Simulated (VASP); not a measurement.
Wanted: the native input for a VASP 6.6.1 run.

```yaml
Task: single point
Functional: PBE
Potentials_or_basis: VASP PAW PBE potentials, release 64 (Hf_pv, Br)
Cutoff: 520 eV
k_mesh: 4 × 4 × 4
Occupations: gaussian, width 0.1 eV
Spin: no spin polarisation
Dipole_correction: no
Further_INCAR_settings: ALGO = Normal; EDIFF = 1e-07; NBANDS = 25
```

The structure of HfBr lies in POSCAR:

```
HfBr
1.0
    0.0000000000      3.8247462300      3.8247462300
    3.8247462300      0.0000000000      3.8247462300
    3.8247462300      3.8247462300      0.0000000000
Hf Br
2 2
Direct
    0.0000000000      0.0000000000      0.0000000000
    0.2500000000      0.2500000000      0.2500000000
    0.7500000000      0.7500000000      0.7500000000
    0.5000000000      0.5000000000      0.5000000000
```

The cell was built from a structure type or drawn by symmetry, and may not be a known phase.

The input as run:

INCAR

```
SYSTEM = HfBr
PREC = Accurate
ENCUT = 520
EDIFF = 1E-7
ISMEAR = 0
SIGMA = 0.1
LREAL = .False.
LASPH = .True.
NELM = 80
ALGO = Normal
ISIF = 2
LWAVE = .False.
LCHARG = .True.
GGA = PE
LELF = .True.
LVHAR = .True.
NBANDS = 25
```

KPOINTS

```
Automatic mesh
0
Gamma
  4 4 4
  0 0 0
```

Potentials or basis: VASP PAW PBE potentials, release 64 (Hf_pv, Br).

Run with:

```sh
$ cat potpaw_PBE.64/Hf_pv/POTCAR potpaw_PBE.64/Br/POTCAR > POTCAR
$ mpirun -np 1 vasp_std > vasp.out
```

It gave:

| Property | Result |
| --- | --- |
| Pressure | -5.0 GPa |
| Band gap on the k mesh | zero (bands 17 and 18 overlap by 0.11 eV) |

Caveat: the cell stands under tension; spin-orbit coupling is left out, which moves the levels of the heavy elements.

It took 22 s on 1 thread of AMD EPYC 9R45 96-Core Processor (Zen 5), on a shared host, peak memory 0.21 GiB.
